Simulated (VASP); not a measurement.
# Ge (Imma) in VASP: single point with LDA

Aim: the single point of Ge with LDA.

Everything below comes from runs of VASP 6.6.1. Logs are shortened: lines on timing, memory, paths and dates and some standing lists are left out, and cuts for length are marked.

### Step 1. The cell of the first run

The structure is orthorhombic, space group Imma (No. 74). The conventional cell has a = 3.922 Å, b = 4.028 Å, c = 5.397 Å, α = 90.00°, β = 90.00°, γ = 90.00°. Ge (site symmetry mm2) has 4 Ge at 2.38 to 2.42 Å within 3.1 Å.

### Step 2. Single point, LDA (engineering shear strain xy -0.0267, normal strain along z -0.0400)

Contents of INCAR:

```
PREC = Accurate
ENCUT = 520
EDIFF = 1E-7
ISMEAR = 0
SIGMA = 0.15
LREAL = F
LASPH = T
NELM = 60
ALGO = Normal
ISIF = 2
LWAVE = F
LCHARG = F
NBANDS = 21
```

Contents of KPOINTS:

```
Automatic mesh
0
Gamma
  14 14 14
```

Contents of POSCAR:

```
Ge
1.0
   -0.0375256690      2.8109115346      2.6984750732
    2.8109115346     -0.0375256690      2.6984750732
    2.7733858656      2.7733858656      0.0000000000
Ge
2
Direct
    0.5000000000      0.5000000000      0.5000000000
    0.7500000000      0.7500000000      0.7500000000
```

Potentials or basis: VASP PAW LDA potentials, release 64 (Ge_d).

Run with:

```bash
$ cat potpaw_LDA.64/Ge_d/POTCAR > POTCAR
$ mpirun -np 1 vasp_std > vasp.out
```

OUTCAR:

```text
PREC = Accurate
   ENCUT = 520
   EDIFF = 1E-7
   ISMEAR = 0
   LREAL = F
   LASPH = T
   NELM = 60
   ISIF = 2

 ion  position               nearest neighbor table
   1  0.500  0.500  0.500-   2 2.38   2 2.38   2 2.42   2 2.42
   2  0.750  0.750  0.750-   1 2.38   1 2.38   1 2.42   1 2.42

  LATTYP: Found a body centered orthorhombic cell.
 ALAT       =     3.9221599048
 B/A-ratio  =     1.0270612679
 C/A-ratio  =     1.3760148177

  Lattice vectors:

 A1 = (   0.0375256690,  -2.8109115346,  -2.6984750732)
 A2 = (  -0.0375256690,   2.8109115346,  -2.6984750732)
 A3 = (   2.8109115346,  -0.0375256690,   2.6984750732)

Analysis of symmetry for initial positions (statically):
=====================================================================
 Subroutine PRICEL returns:
 Original cell was already a primitive cell.

 Routine SETGRP: Setting up the symmetry group for a
 body centered orthorhombic supercell.

 Subroutine GETGRP returns: Found  8 space group operations
 (whereof  4 operations were pure point group operations)
 out of a pool of  8 trial point group operations.

The static configuration has the point symmetry C_2v.
 The point group associated with its full space group is D_2h.

Analysis of symmetry for dynamics (positions and initial velocities):
=====================================================================
 Subroutine PRICEL returns:
 Original cell was already a primitive cell.

 Routine SETGRP: Setting up the symmetry group for a
 body centered orthorhombic supercell.

 Subroutine GETGRP returns: Found  8 space group operations
 (whereof  4 operations were pure point group operations)
 out of a pool of  8 trial point group operations.

The dynamic configuration has the point symmetry C_2v.
 The point group associated with its full space group is D_2h.

 Subroutine INISYM returns: Found  8 space group operations
 (whereof  4 operations are pure point group operations),
 and found     1 'primitive' translations

----------------------------------------------------------------------------------------

                                     Primitive cell

  volume of cell :      42.6349

  direct lattice vectors                    reciprocal lattice vectors
    -0.037525669  2.810911535  2.698475073    -0.175534851  0.175534851  0.185289835
     2.810911535 -0.037525669  2.698475073     0.175534851 -0.175534851  0.185289835
     2.773385866  2.773385866  0.000000000     0.180285047  0.180285047 -0.185289835

  length of vectors
     3.896716509  3.896716509  3.922159905     0.309769738  0.309769738  0.315178868

  position of ions in fractional coordinates (direct lattice)
     0.500000000  0.500000000  0.500000000
     0.750000000  0.750000000  0.750000000

  ion indices of the primitive-cell ions
   primitive index   ion index
                 1           1
                 2           2

----------------------------------------------------------------------------------------

 KPOINTS: Automatic mesh

Automatic generation of k-mesh.
 Grid dimensions read from file:
 generate k-points for:   14   14   14

 Generating k-lattice:

  Cartesian coordinates                     Fractional coordinates (reciprocal lattice)
    -0.012538204  0.012538204  0.013234988     0.071428571  0.000000000  0.000000000
     0.012538204 -0.012538204  0.013234988     0.000000000  0.071428571  0.000000000
     0.012877503  0.012877503 -0.013234988     0.000000000  0.000000000  0.071428571

  Length of vectors
     0.022126410  0.022126410  0.022512776

  Shift w.r.t. Gamma in fractional coordinates (k-lattice)
     0.000000000  0.000000000  0.000000000

 Subroutine IBZKPT returns following result:
 ===========================================

 Found    428 irreducible k-points:

 Following reciprocal coordinates:
            Coordinates               Weight
  0.000000  0.000000  0.000000      1.000000
  0.071429 -0.000000  0.000000      4.000000
  0.142857  0.000000  0.000000      4.000000
  0.214286  0.000000  0.000000      4.000000
  0.285714  0.000000  0.000000      4.000000
  0.357143 -0.000000  0.000000      4.000000
[... 16 lines left out ...]
  0.214286  0.142857  0.000000      4.000000
  0.285714  0.142857  0.000000      4.000000
 [... further k-points ...]
   k-points           NKPTS =    428   k-points in BZ     NKDIM =    428   number of bands    NBANDS=     21
   number of dos      NEDOS =    301   number of ions     NIONS =      2
   total plane-waves  NPLWV =  27000
   dimension x,y,z NGX =    30 NGY =   30 NGZ =   30
   dimension x,y,z NGXF=    60 NGYF=   60 NGZF=   60
   ions per type =               2
   NGX,Y,Z   is equivalent  to a cutoff of  12.80, 12.80, 12.72 a.u.
   NGXF,Y,Z  is equivalent  to a cutoff of  25.60, 25.60, 25.43 a.u.
 SYSTEM =  unknown system
   PREC   = accura    normal or accurate (medium, high low for compatibility)
   ISTART =      0    job   : 0-new  1-cont  2-samecut
   ICHARG =      2    charge: 1-file 2-atom 10-const
   ISPIN  =      1    spin polarized calculation?
   LNONCOLLINEAR =      F non collinear calculations
   LSORBIT =      F    spin-orbit coupling
   LASPH  =      T    aspherical Exc in radial PAW
   ENCUT  =  520.0 eV  38.22 Ry    6.18 a.u.   7.25  7.25  7.29*2*pi/ulx,y,z
   NELM   =     60;   NELMIN=  2; NELMDL= -5     # of ELM steps
   EDIFF  = 0.1E-06   stopping-criterion for ELM
   LREAL  =      F    real-space projection
   EDIFFG = 0.1E-05   stopping-criterion for IOM
   NSW    =      0    number of steps for IOM
   IBRION =     -1    ionic relax: 0-MD 1-quasi-New 2-CG
   NFREE  =      0    steps in history (QN), initial steepest desc. (CG)
   ISIF   =      2    stress and relaxation
   ISYM   =      2    0-nonsym 1-usesym 2-fastsym
   POTIM  = 0.5000    time-step for ionic-motion
   TEBEG  =    0.0;   TEEND  =   0.0 temperature during run
   PSTRESS=    0.0 pullay stress
   NELECT =      28.0000    total number of electrons
   NUPDOWN=      -1.0000    fix difference up-down
   EMIN   =  10.00;   EMAX   =-10.00  energy-range for DOS
   EFERMI =   0.00;   METHOD = LEGACY
   ISMEAR =     0;   SIGMA  =   0.15  broadening in eV -4-tet -1-fermi 0-gaus
   EFERMI_NEDOS =   21; number of points for ismear=-14 and -15
   IALGO  =     38    algorithm
   IMIX   =      4    mixing-type and parameters
     AMIX     =   0.40;   BMIX     =  1.00
     AMIX_MAG =   1.60;   BMIX_MAG =  1.00
  volume/ion in A,a.u.               =      21.32       143.86
  Fermi-wavevector in a.u.,A,eV,Ry     =   1.423003  2.689085 27.550936  2.024937
  Thomas-Fermi vector in A             =   2.543647
   LORBIT       =      0    0 simple, 1 ext, 2 COOP (PROOUT), +10 PAW based schemes
   GGA     = CA    functional components
   LHFCALC =     F    Hartree Fock is set to
   AEXX    =    0.0000 exact exchange contribution
   IVDW    =     0    specifies the selected vdW correction
   LEPSILON=     F    determine dielectric tensor
   LRPA    =     F    only Hartree local field effects (RPA)
 non-spin polarized calculation
 Gauss-broadening in eV      SIGMA  =   0.15
  energy-cutoff  :      520.00
  volume of cell :       42.63
 maximum number of plane-waves:      1170
 NGX is ok and might be reduce to    30
   NGX = 15   NGY = 15   NGZ = 15

 number of electron      28.0000001 magnetization

 Free energy of the ion-electron system (eV)
  ---------------------------------------------------
  ext. energy  EPLUGINS =         0.00000000
  ---------------------------------------------------
  free energy    TOTEN  =       -10.35260060 eV

  energy without entropy =      -10.35196326  energy(sigma->0) =      -10.35228193

 E-fermi :   5.3978     XC(G=0): -10.5770

 val. band max:        5.3080585026   @ k =   0.0714  -0.0000   0.0000
 cond. band min:       5.4188979178   @ k =   0.0000   0.0000   0.5000
 fundamental gap:      0.1108394152
 Fermi energy:         5.3978053946

 k-point     1 :       0.0000    0.0000    0.0000
  band No.  band energies     occupation
      1     -19.7195      2.00000
      2     -19.7158      2.00000
      3     -19.6854      2.00000
      4     -19.6683      2.00000
      5     -19.6623      2.00000
      6     -19.4419      2.00000
[... 13 lines left out ...]
     20      14.6307      0.00000
     21      15.3965      0.00000

 k-point     2 :       0.0714   -0.0000    0.0000
  band No.  band energies     occupation
      1     -19.7222      2.00000
      2     -19.7175      2.00000
      3     -19.6872      2.00000
      4     -19.6639      2.00000
      5     -19.6571      2.00000
      6     -19.4435      2.00000
[... 13 lines left out ...]
     20      14.2168      0.00000
     21      14.7162      0.00000

 k-point     3 :       0.1429    0.0000    0.0000
  band No.  band energies     occupation
      1     -19.7280      2.00000
      2     -19.7220      2.00000
      3     -19.6885      2.00000
      4     -19.6537      2.00000
      5     -19.6469      2.00000
      6     -19.4475      2.00000
[... 13 lines left out ...]
     20      13.7592      0.00000
     21      14.1218      0.00000

 k-point     4 :       0.2143    0.0000    0.0000
  band No.  band energies     occupation
      1     -19.7334      2.00000
      2     -19.7275      2.00000
      3     -19.6873      2.00000
      4     -19.6419      2.00000
      5     -19.6369      2.00000
      6     -19.4525      2.00000
[... 13 lines left out ...]
     20      13.6898      0.00000
     21      14.0048      0.00000

 k-point     5 :       0.2857    0.0000    0.0000
  band No.  band energies     occupation
      1     -19.7373      2.00000
      2     -19.7321      2.00000
      3     -19.6846      2.00000
      4     -19.6314      2.00000
      5     -19.6293      2.00000
      6     -19.4565      2.00000
[... 13 lines left out ...]
     20      14.1294      0.00000
     21      14.1337      0.00000

 k-point     6 :       0.3571   -0.0000    0.0000
  band No.  band energies     occupation
      1     -19.7395      2.00000
      2     -19.7352      2.00000
      3     -19.6819      2.00000
      4     -19.6246      2.00000
      5     -19.6237      2.00000
      6     -19.4590      2.00000
[... 13 lines left out ...]
     20      14.8020      0.00000
     21      15.0247      0.00000

 k-point     7 :       0.4286    0.0000    0.0000
  band No.  band energies     occupation
      1     -19.7405      2.00000
      2     -19.7368      2.00000
      3     -19.6798      2.00000
      4     -19.6224      2.00000
      5     -19.6193      2.00000
      6     -19.4601      2.00000
[... 13 lines left out ...]
     20      15.9185      0.00000
     21      16.2195      0.00000
[... 291 lines left out ...]
      1     -19.7340      2.00000
      2     -19.7260      2.00000
      3     -19.6883      2.00000
      4     -19.6433      2.00000
      5     -19.6424      2.00000
      6     -19.4569      2.00000
[... 13 lines left out ...]
     20      13.2287      0.00000
     21      13.9208      0.00000

 k-point    21 :      -0.0714    0.0714    0.0000
  band No.  band energies     occupation
      1     -19.7276      2.00000
      2     -19.7203      2.00000
      3     -19.6891      2.00000
      4     -19.6555      2.00000
      5     -19.6512      2.00000
      6     -19.4503      2.00000
[... 13 lines left out ...]
     20      13.5503      0.00000
     21      14.1343      0.00000

 k-point    22 :       0.1429    0.1429    0.0000
  band No.  band energies     occupation
      1     -19.7256      2.00000
      2     -19.7190      2.00000
      3     -19.6938      2.00000
      4     -19.6541      2.00000
      5     -19.6348      2.00000
      6     -19.4580      2.00000
[... 13 lines left out ...]
     20      13.4972      0.00000
     21      15.0095      0.00000

 k-point    23 :       0.2143    0.1429    0.0000
  band No.  band energies     occupation
      1     -19.7293      2.00000
      2     -19.7212      2.00000
      3     -19.6947      2.00000
      4     -19.6450      2.00000
      5     -19.6226      2.00000
      6     -19.4725      2.00000
[... 13 lines left out ...]
     20      14.2515      0.00000
     21      15.0529      0.00000

 k-point    24 :       0.2857    0.1429    0.0000
  band No.  band energies     occupation
      1     -19.7336      2.00000
      2     -19.7278      2.00000
      3     -19.6890      2.00000
      4     -19.6339      2.00000
      5     -19.6122      2.00000
      6     -19.4830      2.00000
[... 13 lines left out ...]
     20      14.6927      0.00000
     21      15.3123      0.00000

 [... further k-points ...]

------------------------ aborting loop because EDIFF is reached ----------------------------------------

  FORCE on cell =-STRESS in cart. coord.  units (eV):
  Direction    XX          YY          ZZ          XY          YZ          ZX
  --------------------------------------------------------------------------------------
  -------------------------------------------------------------------------------------
  Total        0.6711364      0.6711364      1.4142525      0.6830943      0.0000000      0.0000000
  in kB       25.2206349     25.2206349     53.1461963     25.6700031      0.0000000      0.0000000
  external PRESSURE =      34.5291554 kB  Pullay stress =       0.0000000 kB

 VOLUME and BASIS-vectors are now :
 -----------------------------------------------------------------------------
  energy-cutoff  :      520.00
  volume of cell :       42.63
      direct lattice vectors                 reciprocal lattice vectors
    -0.037525669  2.810911535  2.698475073    -0.175534851  0.175534851  0.185289835
     2.810911535 -0.037525669  2.698475073     0.175534851 -0.175534851  0.185289835
     2.773385866  2.773385866  0.000000000     0.180285047  0.180285047 -0.185289835

 POSITION                                       TOTAL-FORCE (eV/Angst)
 -----------------------------------------------------------------------------------
      2.77339      2.77339      2.69848        -0.000000     -0.000000     -0.283195
      4.16008      4.16008      4.04771         0.000000      0.000000      0.283195
 -----------------------------------------------------------------------------------
    total drift:                                0.000000     -0.000000     -0.000000

  FREE ENERGIE OF THE ION-ELECTRON SYSTEM (eV)
  ---------------------------------------------------
  free  energy   TOTEN  =       -10.3526006008 eV

  energy  without entropy=      -10.3519632604  energy(sigma->0) =      -10.35228193
```

It took 9.9 min on 1 thread of Intel Xeon 8259CL, shared host; peak memory 0.39 GiB.

What came out:

* Free energy: -10.3526 eV
* Pressure: 3.5 GPa
* Largest force: 0.283 eV/Å
* Band gap on the k mesh: zero (bands 14 and 15 overlap by 0.11 eV)

Forces in eV/Å, atoms in the order of the input:
```
Ge   0.000  0.000 -0.283
Ge   0.000  0.000  0.283
```

Stress tensor (GPa, compression positive):
```
2.52 2.57 0.00
2.57 2.52 0.00
0.00 0.00 5.31
```

Caveat: the cell differs from its parent crystal (engineering shear strain xy -0.0267, normal strain along z -0.0400); the cell stands under pressure; semilocal functionals underestimate gaps, and a narrow one can read as zero.

The gap in the log of VASP goes by the Fermi energy; the results here count the filled bands.